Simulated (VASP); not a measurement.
# C (C2/m) in VASP: single point with PBEsol

Aim: the single point of C with PBEsol.

All numbers are computed with VASP 6.6.1; they aren't measurements. Logs are shortened: lines on timing, memory, paths and dates and some standing lists are left out, and cuts for length are marked.

**1. The cell of the first run**

The typed cell holds 4 atoms: a = 2.459 Å, b = 2.459 Å, c = 7.378 Å, α = 90.00°, β = 90.00°, γ = 119.99°.

**2. Single point, PBEsol (mode 1 frozen in at -0.341 Å and mode 5 at +0.000 Å (largest displacements))**

The input, INCAR:

```
PREC = Accurate ; ENCUT = 600
EDIFF = 1E-6 ; ISMEAR = 0
SIGMA = 0.15 ; LREAL = F
LASPH = T ; NELM = 120
ALGO = Normal ; ISIF = 2
LWAVE = F ; LCHARG = F
GGA = PS ; NBANDS = 16
GGA_COMPAT = F
```

The input, KPOINTS:

```
Automatic mesh
0
Gamma
  18 18 6
```

The input, POSCAR:

```
C
1.0
    1.2294745828     -2.1290849001      0.0000000000
    1.2294745828      2.1290849001      0.0000000000
    0.0000000000      0.0000000000      7.3778161753
C
4
Direct
    0.1633560377      0.8366439623      0.7498448864
    0.5032872683      0.4967127317      0.2501554438
    0.8366439623      0.1633560377      0.2501551136
    0.4967127317      0.5032872683      0.7498445562
```

Potentials or basis: VASP PAW PBE potentials, release 64 (C).

Started as:

```sh
$ cat potpaw_PBE.64/C/POTCAR > POTCAR
$ mpirun -np 1 vasp_std > vasp.out
```

OUTCAR:

```text
PREC = Accurate
   ENCUT = 600
   EDIFF = 1E-6
   ISMEAR = 0
   LREAL = F
   LASPH = T
   NELM = 120
   ISIF = 2
   GGA = PS

 ion  position               nearest neighbor table
   1  0.163  0.837  0.750-   4 1.42   4 1.42   4 1.42
   2  0.503  0.497  0.250-   3 1.42   3 1.42   3 1.42
   3  0.837  0.163  0.250-   2 1.42   2 1.42   2 1.42
   4  0.497  0.503  0.750-   1 1.42   1 1.42   1 1.42

  LATTYP: Found a base centered orthorhombic cell.
 ALAT       =     2.4589491656
 B/A-ratio  =     1.7317030623
 C/A-ratio  =     3.0003939400

  Lattice vectors:

 A1 = (   1.2294745828,  -2.1290849001,   0.0000000000)
 A2 = (   1.2294745828,   2.1290849001,   0.0000000000)
 A3 = (   0.0000000000,   0.0000000000,   7.3778161753)

Analysis of symmetry for initial positions (statically):
=====================================================================
 Subroutine PRICEL returns:
 Original cell was already a primitive cell.

 Routine SETGRP: Setting up the symmetry group for a
 base centered orthorhombic supercell.

 Subroutine GETGRP returns: Found  4 space group operations
 (whereof  4 operations were pure point group operations)
 out of a pool of  8 trial point group operations.

The static configuration has the point symmetry C_2h.

Analysis of symmetry for dynamics (positions and initial velocities):
=====================================================================
 Subroutine PRICEL returns:
 Original cell was already a primitive cell.

 Routine SETGRP: Setting up the symmetry group for a
 base centered orthorhombic supercell.

 Subroutine GETGRP returns: Found  4 space group operations
 (whereof  4 operations were pure point group operations)
 out of a pool of  8 trial point group operations.

The dynamic configuration has the point symmetry C_2h.

 Subroutine INISYM returns: Found  4 space group operations
 (whereof  4 operations are pure point group operations),
 and found     1 'primitive' translations

----------------------------------------------------------------------------------------

                                     Primitive cell

  volume of cell :      38.6252

  direct lattice vectors                    reciprocal lattice vectors
     1.229474583 -2.129084900  0.000000000     0.406677785 -0.234842678  0.000000000
     1.229474583  2.129084900  0.000000000     0.406677785  0.234842678  0.000000000
     0.000000000  0.000000000  7.377816175     0.000000000  0.000000000  0.135541463

  length of vectors
     2.458578911  2.458578911  7.377816175     0.469614634  0.469614634  0.135541463

  position of ions in fractional coordinates (direct lattice)
     0.163356038  0.836643962  0.749844886
     0.503287268  0.496712732  0.250155444
     0.836643962  0.163356038  0.250155114
     0.496712732  0.503287268  0.749844556

  ion indices of the primitive-cell ions
   primitive index   ion index
                 1           1
                 2           2
                 3           3
                 4           4

----------------------------------------------------------------------------------------

 KPOINTS: Automatic mesh

Automatic generation of k-mesh.
 Grid dimensions read from file:
 generate k-points for:   18   18    6

 Generating k-lattice:

  Cartesian coordinates                     Fractional coordinates (reciprocal lattice)
     0.022593210 -0.013046815  0.000000000     0.055555556 -0.000000000  0.000000000
     0.022593210  0.013046815  0.000000000    -0.000000000  0.055555556  0.000000000
     0.000000000  0.000000000  0.022590244     0.000000000  0.000000000  0.166666667

  Length of vectors
     0.026089702  0.026089702  0.022590244

  Shift w.r.t. Gamma in fractional coordinates (k-lattice)
     0.000000000  0.000000000  0.000000000

 Subroutine IBZKPT returns following result:
 ===========================================

 Found    524 irreducible k-points:

 Following reciprocal coordinates:
            Coordinates               Weight
  0.000000  0.000000  0.000000      1.000000
  0.055556  0.000000  0.000000      4.000000
  0.111111  0.000000  0.000000      4.000000
  0.166667 -0.000000  0.000000      4.000000
  0.222222  0.000000  0.000000      4.000000
  0.277778 -0.000000  0.000000      4.000000
[... 16 lines left out ...]
 -0.277778  0.055556  0.000000      4.000000
 -0.222222  0.055556  0.000000      4.000000
 [... further k-points ...]
   k-points           NKPTS =    524   k-points in BZ     NKDIM =    524   number of bands    NBANDS=     16
   number of dos      NEDOS =    301   number of ions     NIONS =      4
   total plane-waves  NPLWV =  24000
   dimension x,y,z NGX =    20 NGY =   20 NGZ =   60
   dimension x,y,z NGXF=    40 NGYF=   40 NGZF=  120
   ions per type =               4
   NGX,Y,Z   is equivalent  to a cutoff of  13.52, 13.52, 13.52 a.u.
   NGXF,Y,Z  is equivalent  to a cutoff of  27.05, 27.05, 27.04 a.u.
 SYSTEM =  unknown system
   PREC   = accura    normal or accurate (medium, high low for compatibility)
   ISTART =      0    job   : 0-new  1-cont  2-samecut
   ICHARG =      2    charge: 1-file 2-atom 10-const
   ISPIN  =      1    spin polarized calculation?
   LNONCOLLINEAR =      F non collinear calculations
   LSORBIT =      F    spin-orbit coupling
   LASPH  =      T    aspherical Exc in radial PAW
   ENCUT  =  600.0 eV  44.10 Ry    6.64 a.u.   4.91  4.91 14.74*2*pi/ulx,y,z
   NELM   =    120;   NELMIN=  2; NELMDL= -5     # of ELM steps
   EDIFF  = 0.1E-05   stopping-criterion for ELM
   LREAL  =      F    real-space projection
   EDIFFG = 0.1E-04   stopping-criterion for IOM
   NSW    =      0    number of steps for IOM
   IBRION =     -1    ionic relax: 0-MD 1-quasi-New 2-CG
   NFREE  =      0    steps in history (QN), initial steepest desc. (CG)
   ISIF   =      2    stress and relaxation
   ISYM   =      2    0-nonsym 1-usesym 2-fastsym
   POTIM  = 0.5000    time-step for ionic-motion
   TEBEG  =    0.0;   TEEND  =   0.0 temperature during run
   PSTRESS=    0.0 pullay stress
   NELECT =      16.0000    total number of electrons
   NUPDOWN=      -1.0000    fix difference up-down
   EMIN   =  10.00;   EMAX   =-10.00  energy-range for DOS
   EFERMI =   0.00;   METHOD = LEGACY
   ISMEAR =     0;   SIGMA  =   0.15  broadening in eV -4-tet -1-fermi 0-gaus
   EFERMI_NEDOS =   21; number of points for ismear=-14 and -15
   IALGO  =     38    algorithm
   IMIX   =      4    mixing-type and parameters
     AMIX     =   0.40;   BMIX     =  1.00
     AMIX_MAG =   1.60;   BMIX_MAG =  1.00
  volume/ion in A,a.u.               =       9.66        65.16
  Fermi-wavevector in a.u.,A,eV,Ry     =   1.220370  2.306164 20.263182  1.489302
  Thomas-Fermi vector in A             =   2.355589
   LORBIT       =      0    0 simple, 1 ext, 2 COOP (PROOUT), +10 PAW based schemes
   GGA     = PS    functional components
   LHFCALC =     F    Hartree Fock is set to
   AEXX    =    0.0000 exact exchange contribution
   IVDW    =     0    specifies the selected vdW correction
   LEPSILON=     F    determine dielectric tensor
   LRPA    =     F    only Hartree local field effects (RPA)
 non-spin polarized calculation
 Gauss-broadening in eV      SIGMA  =   0.15
  energy-cutoff  :      600.00
  volume of cell :       38.63
 maximum number of plane-waves:      1326
   NGX =  9   NGY =  9   NGZ = 29

 number of electron      16.0000001 magnetization

 Free energy of the ion-electron system (eV)
  ---------------------------------------------------
  ext. energy  EPLUGINS =         0.00000000
  ---------------------------------------------------
  free energy    TOTEN  =       -38.58836091 eV

  energy without entropy =      -38.58707052  energy(sigma->0) =      -38.58771571

 E-fermi :   3.8521     XC(G=0):  -9.8893

 val. band max:        3.8514945045   @ k =   0.3333   0.3333   0.5000
 cond. band min:       3.8558378598   @ k =   0.3333   0.3333   0.0000
 fundamental gap:      0.0043433553
 Fermi energy:         3.8521089487

 k-point     1 :       0.0000    0.0000    0.0000
  band No.  band energies     occupation
      1     -15.7585      2.00000
      2     -15.6167      2.00000
      3      -4.4247      2.00000
      4      -3.2186      2.00000
      5       0.8588      2.00000
      6       0.8631      2.00000
[... 8 lines left out ...]
     15      15.3728      0.00000
     16      15.4685      0.00000

 k-point     2 :       0.0556    0.0000    0.0000
  band No.  band energies     occupation
      1     -15.6848      2.00000
      2     -15.5437      2.00000
      3      -4.3350      2.00000
      4      -3.1327      2.00000
      5       0.5598      2.00000
      6       0.5695      2.00000
[... 8 lines left out ...]
     15      15.1091      0.00000
     16      15.2154      0.00000

 k-point     3 :       0.1111    0.0000    0.0000
  band No.  band energies     occupation
      1     -15.4639      2.00000
      2     -15.3250      2.00000
      3      -4.0667      2.00000
      4      -2.8763      2.00000
      5      -0.2641      2.00000
      6      -0.2474      2.00000
[... 8 lines left out ...]
     15      14.3577      0.00000
     16      14.4998      0.00000

 k-point     4 :       0.1667   -0.0000    0.0000
  band No.  band energies     occupation
      1     -15.0971      2.00000
      2     -14.9617      2.00000
      3      -3.6226      2.00000
      4      -2.4528      2.00000
      5      -1.4482      2.00000
      6      -1.4220      2.00000
[... 8 lines left out ...]
     15      14.7660      0.00000
     16      14.7860      0.00000
[... 324 lines left out ...]
 k-point    22 :      -0.3333    0.0556    0.0000
  band No.  band energies     occupation
      1     -13.5026      2.00000
      2     -13.3823      2.00000
      3      -5.0332      2.00000
      4      -4.9820      2.00000
      5      -1.9400      2.00000
      6      -1.9183      2.00000
[... 8 lines left out ...]
     15      18.1294      0.00000
     16      18.5788      0.00000

 k-point    23 :      -0.2778    0.0556    0.0000
  band No.  band energies     occupation
      1     -14.2230      2.00000
      2     -14.0960      2.00000
      3      -3.5697      2.00000
      4      -3.5296      2.00000
      5      -2.5746      2.00000
      6      -1.4600      2.00000
[... 8 lines left out ...]
     15      16.7857      0.00000
     16      16.8975      0.00000

 k-point    24 :      -0.2222    0.0556    0.0000
  band No.  band energies     occupation
      1     -14.8046      2.00000
      2     -14.6721      2.00000
      3      -3.2701      2.00000
      4      -2.1653      2.00000
      5      -2.1367      2.00000
      6      -2.1175      2.00000
[... 8 lines left out ...]
     15      15.2776      0.00000
     16      15.3239      0.00000

 [... further k-points ...]

------------------------ aborting loop because EDIFF is reached ----------------------------------------

  FORCE on cell =-STRESS in cart. coord.  units (eV):
  Direction    XX          YY          ZZ          XY          YZ          ZX
  --------------------------------------------------------------------------------------
  -------------------------------------------------------------------------------------
  Total        0.1273148      0.1600037     -0.0954107      0.0000000     -0.0000123      0.0000000
  in kB        5.2810346      6.6369751     -3.9576494      0.0000000     -0.0005112      0.0000000
  external PRESSURE =       2.6534534 kB  Pullay stress =       0.0000000 kB

 VOLUME and BASIS-vectors are now :
 -----------------------------------------------------------------------------
  energy-cutoff  :      600.00
  volume of cell :       38.63
      direct lattice vectors                 reciprocal lattice vectors
     1.229474583 -2.129084900  0.000000000     0.406677785 -0.234842678  0.000000000
     1.229474583  2.129084900  0.000000000     0.406677785  0.234842678  0.000000000
     0.000000000  0.000000000  7.377816175     0.000000000  0.000000000  0.135541463

 POSITION                                       TOTAL-FORCE (eV/Angst)
 -----------------------------------------------------------------------------------
      1.22947      1.43349      5.53222         0.000000     -0.003218      0.000120
      1.22947     -0.01400      1.84560         0.000000     -0.002558     -0.000093
      1.22947     -1.43349      1.84560         0.000000      0.003218     -0.000120
      1.22947      0.01400      5.53222         0.000000      0.002558      0.000093
 -----------------------------------------------------------------------------------
    total drift:                               -0.000000     -0.000000     -0.000000

  FREE ENERGIE OF THE ION-ELECTRON SYSTEM (eV)
  ---------------------------------------------------
  free  energy   TOTEN  =       -38.5883609108 eV

  energy  without entropy=      -38.5870705190  energy(sigma->0) =      -38.58771571
```

Wall time 2.1 min (1 thread of Intel Xeon 6975P-C (Granite Rapids), shared host); peak memory 0.38 GiB.

What came out:

- Free energy: -38.5884 eV
- Pressure: 0.3 GPa
- Largest force: 0.003 eV/Å

Forces on the atoms (eV/Å):
```
C    0.000 -0.003  0.000
C    0.000 -0.003  0.000
C    0.000  0.003  0.000
C    0.000  0.003  0.000
```

Stress tensor (GPa, compression positive):
```
 0.53  0.00  0.00
 0.00  0.66  0.00
 0.00  0.00 -0.40
```

Levels at points of the mesh, in eV from the Fermi level:
| k point | band 4 | band 5 | band 6 | band 7 | band 8 | band 9 | band 10 | band 11 | band 12 | band 13 |
| --- | --- | --- | --- | --- | --- | --- | --- | --- | --- | --- |
| (0.00, 0.00, 0.00) | -7.07 | -2.99 | -2.99 | -2.99 | -2.98 | 3.43 | 8.34 | 8.35 | 8.35 | 8.37 |
| (0.50, 0.00, 0.00) | -13.26 | -6.42 | -6.40 | -2.59 | -2.21 | 1.49 | 1.94 | 7.35 | 7.54 | 10.76 |
| (0.50, 0.50, 0.00) | -13.26 | -6.43 | -6.40 | -2.61 | -2.18 | 1.46 | 1.97 | 7.34 | 7.54 | 10.75 |
| (0.00, 0.00, 0.50) | -7.72 | -2.99 | -2.99 | -2.99 | -2.99 | 5.42 | 5.43 | 8.36 | 8.36 | 8.36 |
| (0.50, 0.00, 0.50) | -13.28 | -6.41 | -6.41 | -2.38 | -2.38 | 1.63 | 1.63 | 7.44 | 7.45 | 11.90 |
| (0.50, 0.50, 0.50) | -13.28 | -6.41 | -6.41 | -2.38 | -2.38 | 1.63 | 1.63 | 7.44 | 7.44 | 11.90 |

Caveat: the cell differs from its parent crystal (mode 1 frozen in at -0.341 Å and mode 5 at +0.000 Å (largest displacements)); the PAW data sets were made with another functional, which shifts forces and pressure a little; this functional lacks dispersion, which binds the layers, so the pressure and a relaxed spacing across them are unreliable.
